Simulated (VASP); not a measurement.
# Li (P6/mmm) in VASP: a series of runs

The runs below take Li through single point, with r2SCAN.

Program: VASP 6.6.1. These are calculated values, not measurements. Logs are shortened: lines on timing, memory, paths and dates and some standing lists are left out, and cuts for length are marked.

## 1. The cell of the first run

The structure is hexagonal, space group P6/mmm (No. 191). The conventional cell has a = 4.907 Å, b = 4.907 Å, c = 2.865 Å, α = 90.00°, β = 90.00°, γ = 120.00°. Li (site symmetry 6/mmm) has 14 Li at 2.86 to 3.17 Å within 3.8 Å. Li (site symmetry -6m2) has 11 Li at 2.83 to 3.17 Å within 3.7 Å.

This isn't the form of Li at room conditions, which is bcc.

## 2. Single point, r2SCAN

Input file POSCAR:

```
Li
1.0
    4.9072808909      0.0000000000      0.0000000000
   -2.4536354875      4.2498228350      0.0000000000
    0.0000000000      0.0000000000      2.8645628858
Li
3
Direct
    0.0000000000      0.0000000000      0.0000000000
    0.6666666667      0.3333333333      0.5000000000
    0.3333333333      0.6666666667      0.5000000000
```

Input file INCAR.step1:

```
PREC     = Accurate       # precision mode
ENCUT    = 520            # plane-wave cutoff, eV
ISMEAR   = 1              # smearing method
SIGMA    = 0.1            # smearing width, eV
LREAL    = F              # projectors in reciprocal space
LASPH    = T              # aspherical terms in the spheres
NELM     = 80             # most SCF steps
NBANDS   = 12             # bands
GGA      = PE             # functional
ALGO     = Normal         # electronic algorithm
EDIFF    = 1E-4           # SCF threshold, eV
LWAVE    = T              # write WAVECAR
LCHARG   = F              # write CHGCAR
```

Input file INCAR.step2:

```
PREC     = Accurate       # precision mode
ENCUT    = 520            # plane-wave cutoff, eV
EDIFF    = 1E-6           # SCF threshold, eV
ISMEAR   = 1              # smearing method
SIGMA    = 0.1            # smearing width, eV
LREAL    = F              # projectors in reciprocal space
LASPH    = T              # aspherical terms in the spheres
NELM     = 80             # most SCF steps
ALGO     = Normal         # electronic algorithm
ISIF     = 2              # what is computed and relaxed
LWAVE    = F              # write WAVECAR
LCHARG   = T              # write CHGCAR
METAGGA  = R2SCAN         # meta-GGA
LMIXTAU  = T            
LELF     = T              # ELF
LVHAR    = T            
NBANDS   = 12             # bands
ISTART   = 1
```

Input file KPOINTS:

```
regular mesh
0
Gamma
  7 7 10
```

Potentials or basis: VASP PAW PBE potentials, release 64 (Li_sv).

Run with:

```sh
$ cat potpaw_PBE.64/Li_sv/POTCAR > POTCAR
$ cp INCAR.step1 INCAR
$ mpirun -np 1 vasp_std > vasp.out
$ cp INCAR.step2 INCAR
$ mpirun -np 1 vasp_std > vasp.out
```

OUTCAR:

```text
PREC = Accurate
   ENCUT = 520
   EDIFF = 1E-6
   ISMEAR = 1
   LREAL = F
   LASPH = T
   NELM = 80
   ISIF = 2
   METAGGA = R2SCAN
   ISTART = 1

 ion  position               nearest neighbor table
   1  0.000  0.000  0.000-
   2  0.667  0.333  0.500-
   3  0.333  0.667  0.500-

  LATTYP: Found a hexagonal cell.
 ALAT       =     4.9072808909
 C/A-ratio  =     0.5837372976

  Lattice vectors:

 A1 = (   4.9072808909,   0.0000000000,   0.0000000000)
 A2 = (  -2.4536354875,   4.2498228350,   0.0000000000)
 A3 = (   0.0000000000,   0.0000000000,   2.8645628858)

Analysis of symmetry for initial positions (statically):
=====================================================================
 Subroutine PRICEL returns:
 Original cell was already a primitive cell.

 Routine SETGRP: Setting up the symmetry group for a
 hexagonal supercell.

 Subroutine GETGRP returns: Found 24 space group operations
 (whereof 24 operations were pure point group operations)
 out of a pool of 24 trial point group operations.

The static configuration has the point symmetry D_6h.

Analysis of symmetry for dynamics (positions and initial velocities):
=====================================================================
 Subroutine PRICEL returns:
 Original cell was already a primitive cell.

 Routine SETGRP: Setting up the symmetry group for a
 hexagonal supercell.

 Subroutine GETGRP returns: Found 24 space group operations
 (whereof 24 operations were pure point group operations)
 out of a pool of 24 trial point group operations.

The dynamic configuration has the point symmetry D_6h.

 Subroutine INISYM returns: Found 24 space group operations
 (whereof 24 operations are pure point group operations),
 and found     1 'primitive' translations

----------------------------------------------------------------------------------------

                                     Primitive cell

  volume of cell :      59.7407

  direct lattice vectors                    reciprocal lattice vectors
     4.907280891  0.000000000  0.000000000     0.203778838  0.117651726  0.000000000
    -2.453635488  4.249822835  0.000000000     0.000000000  0.235303926  0.000000000
     0.000000000  0.000000000  2.864562886     0.000000000  0.000000000  0.349093401

  length of vectors
[... 85 lines left out ...]
   LREAL  =      F    real-space projection
   EDIFFG = 0.1E-04   stopping-criterion for IOM
   NSW    =      0    number of steps for IOM
   IBRION =     -1    ionic relax: 0-MD 1-quasi-New 2-CG
   NFREE  =      0    steps in history (QN), initial steepest desc. (CG)
   ISIF   =      2    stress and relaxation
   ISYM   =      2    0-nonsym 1-usesym 2-fastsym
   POTIM  = 0.5000    time-step for ionic-motion
   TEBEG  =    0.0;   TEEND  =   0.0 temperature during run
   PSTRESS=    0.0 pullay stress
   NELECT =       9.0000    total number of electrons
   NUPDOWN=      -1.0000    fix difference up-down
   EMIN   =  10.00;   EMAX   =-10.00  energy-range for DOS
   EFERMI =   0.00;   METHOD = LEGACY
   ISMEAR =     1;   SIGMA  =   0.10  broadening in eV -4-tet -1-fermi 0-gaus
   EFERMI_NEDOS =   21; number of points for ismear=-14 and -15
   IALGO  =     38    algorithm
   IMIX   =      4    mixing-type and parameters
     AMIX     =   0.40;   BMIX     =  1.00
     AMIX_MAG =   1.60;   BMIX_MAG =  1.00
  volume/ion in A,a.u.               =      19.91       134.38
  Fermi-wavevector in a.u.,A,eV,Ry     =   0.871095  1.646131 10.324195  0.758807
  Thomas-Fermi vector in A             =   1.990154
   LORBIT       =      0    0 simple, 1 ext, 2 COOP (PROOUT), +10 PAW based schemes
   METAGGA = R2SCAN    functional components
   LHFCALC =     F    Hartree Fock is set to
   AEXX    =    0.0000 exact exchange contribution
   IVDW    =     0    specifies the selected vdW correction
   LEPSILON=     F    determine dielectric tensor
   LRPA    =     F    only Hartree local field effects (RPA)
 non-spin polarized calculation
 Methfessel and Paxton  Order N= 1 SIGMA  =   0.10
  energy-cutoff  :      520.00
  volume of cell :       59.74
 maximum number of plane-waves:      1624
   NGX = 19   NGY = 19   NGZ = 11

 number of electron       8.9999979 magnetization

 Free energy of the ion-electron system (eV)
  ---------------------------------------------------
  ext. energy  EPLUGINS =         0.00000000
  ---------------------------------------------------
  free energy    TOTEN  =        -7.10119635 eV

  energy without entropy =       -7.10177543  energy(sigma->0) =       -7.10138937

 E-fermi :   0.7616     XC(G=0):  -7.4908

 val. band max:        0.7369302803   @ k =   0.2857   0.2857   0.4000
 cond. band min:       0.7999582618   @ k =   0.2857   0.2857   0.3000
 fundamental gap:      0.0630279814
 Fermi energy:         0.7615936757

 k-point     1 :       0.0000    0.0000    0.0000
  band No.  band energies     occupation
      1     -47.4187      2.00000
      2     -47.3959      2.00000
      3     -47.2832      2.00000
      4      -3.2104      2.00000
      5       2.9718      0.00000
      6       2.9719      0.00000
      7       3.0190      0.00000
      8       3.0190      0.00000
      9       7.1114      0.00000
     10       7.3289      0.00000
     11      12.1023      0.00000
     12      16.5500      0.00000
[... 331 lines left out ...]
 k-point    24 :       0.2857    0.2857    0.2000
  band No.  band energies     occupation
      1     -47.4046      2.00000
      2     -47.4006      2.00000
      3     -47.2792      2.00000
      4      -0.9668      2.00000
      5      -0.0501      2.00000
      6       0.0085      2.00000
      7       6.7177      0.00000
      8       6.8397      0.00000
      9       8.6282      0.00000
     10      10.0875      0.00000
     11      10.4019      0.00000
     12      10.8776      0.00000

 [... further k-points ...]
[... 5 lines left out ...]
  --------------------------------------------------------------------------------------
  -------------------------------------------------------------------------------------
  Total       -0.0331149     -0.0331148      0.2385426     -0.0000000      0.0000000     -0.0000000
  in kB       -0.8881045     -0.8881016      6.3974425     -0.0000010      0.0000000     -0.0000000
  external PRESSURE =       1.5404121 kB  Pullay stress =       0.0000000 kB

 VOLUME and BASIS-vectors are now :
 -----------------------------------------------------------------------------
  energy-cutoff  :      520.00
  volume of cell :       59.74
      direct lattice vectors                 reciprocal lattice vectors
     4.907280891  0.000000000  0.000000000     0.203778838  0.117651726  0.000000000
    -2.453635488  4.249822835  0.000000000     0.000000000  0.235303926  0.000000000
     0.000000000  0.000000000  2.864562886     0.000000000  0.000000000  0.349093401

 POSITION                                       TOTAL-FORCE (eV/Angst)
 -----------------------------------------------------------------------------------
      0.00000      0.00000      0.00000         0.000000      0.000000      0.000000
      2.45364      1.41661      1.43228         0.000000     -0.000000      0.000000
      0.00000      2.83322      1.43228        -0.000000      0.000000     -0.000000
 -----------------------------------------------------------------------------------
    total drift:                                0.000000      0.000000     -0.000000

  FREE ENERGIE OF THE ION-ELECTRON SYSTEM (eV)
  ---------------------------------------------------
  free  energy   TOTEN  =        -7.1011963477 eV

  energy  without entropy=       -7.1017754273  energy(sigma->0) =       -7.10138937
```

OUTCAR.step1:

```text
PREC = Accurate
   ENCUT = 520
   ISMEAR = 1
   LREAL = F
[... 586 lines left out ...]
      0.00000      0.00000      0.00000        -0.000000      0.000000      0.000000
      2.45364      1.41661      1.43228        -0.000000     -0.000000     -0.000000
      0.00000      2.83322      1.43228         0.000000      0.000000      0.000000
 -----------------------------------------------------------------------------------
    total drift:                                0.000000      0.000000     -0.000000

  FREE ENERGIE OF THE ION-ELECTRON SYSTEM (eV)
  ---------------------------------------------------
  free  energy   TOTEN  =        -5.6771074799 eV

  energy  without entropy=       -5.6775719956  energy(sigma->0) =       -5.67726232
```

It took 2.2 min on 1 thread of Intel Xeon 8259CL, shared host; peak memory 0.18 GiB.

What came out:

```yaml
Free_energy: -7.1012 eV
Band_gap_on_the_k_mesh: zero (an odd number of electrons rules out a gap without spin polarisation)
```

Caveat: the cutoff is under 1.25 times the usual one of these potentials, so pressure, stress and relaxed cells hold a basis-set (Pulay) error; the PAW data sets were made with another functional, which shifts forces and pressure a little.

## 3. Single point, r2SCAN

This run uses another cell than the first one, of 20.42 Å³/atom.

Input file POSCAR:

```
Li
1.0
    4.9488700000      0.0000000000      0.0000000000
   -2.4744300000      4.2858400000      0.0000000000
    0.0000000000      0.0000000000      2.8888400000
Li
3
Direct
    0.0000000000      0.0000000000      0.0000000000
    0.6666666667      0.3333333333      0.5000000000
    0.3333333333      0.6666666667      0.5000000000
```

Input file INCAR.step1:

```
SYSTEM = Li
PREC     = Accurate       ! precision mode
ENCUT    = 520            ! plane-wave cutoff, eV
ISMEAR   = 1              ! smearing method
SIGMA    = 0.1            ! smearing width, eV
LREAL    = .FALSE.        ! projectors in reciprocal space
LASPH    = .TRUE.         ! aspherical terms in the spheres
NELM     = 80             ! most SCF steps
NBANDS   = 12             ! bands
GGA      = PE             ! functional
ALGO     = Normal         ! electronic algorithm
EDIFF    = 1E-4           ! SCF threshold, eV
LWAVE    = .TRUE.         ! write WAVECAR
LCHARG   = .FALSE.        ! write CHGCAR
```

Input file INCAR.step2:

```
SYSTEM = Li
PREC     = Accurate       ! precision mode
ENCUT    = 520            ! plane-wave cutoff, eV
EDIFF    = 1E-7           ! SCF threshold, eV
ISMEAR   = 1              ! smearing method
SIGMA    = 0.1            ! smearing width, eV
LREAL    = .FALSE.        ! projectors in reciprocal space
LASPH    = .TRUE.         ! aspherical terms in the spheres
NELM     = 80             ! most SCF steps
ALGO     = Normal         ! electronic algorithm
ISIF     = 2              ! what is computed and relaxed
LWAVE    = .FALSE.        ! write WAVECAR
LCHARG   = .FALSE.        ! write CHGCAR
METAGGA  = R2SCAN         ! meta-GGA
LMIXTAU  = .TRUE.       
NBANDS   = 12             ! bands
ISTART   = 1
```

Input file KPOINTS:

```
Automatic mesh
0
G
  7 7 10
  0 0 0
```

Potentials or basis: VASP PAW PBE potentials, release 64 (Li_sv).

Run with:

```sh
$ cat potpaw_PBE.64/Li_sv/POTCAR > POTCAR
$ cp INCAR.step1 INCAR
$ mpirun -np 1 vasp_std > vasp.out
$ cp INCAR.step2 INCAR
$ mpirun -np 1 vasp_std > vasp.out
```

It took 4.7 min on 1 thread of Intel Xeon 8259CL, shared host; peak memory 0.2 GiB.

It converged, with:

* Free energy: -7.1067 eV
* Band gap on the k mesh: zero (an odd number of electrons rules out a gap without spin polarisation)

Levels at points of the mesh, in eV from the Fermi level:
```tsv
k point	band 1	band 2	band 3	band 4	band 5	band 6	band 7	band 8
(0.00, 0.00, 0.00)	-48.22	-48.20	-48.08	-3.93	2.18	2.18	2.23	2.23
(0.00, 0.00, 0.50)	-48.21	-48.19	-48.07	-0.62	0.09	5.85	5.92	5.92
```

Caveat: the cutoff is under 1.25 times the usual one of these potentials, so pressure, stress and relaxed cells hold a basis-set (Pulay) error; the PAW data sets were made with another functional, which shifts forces and pressure a little.
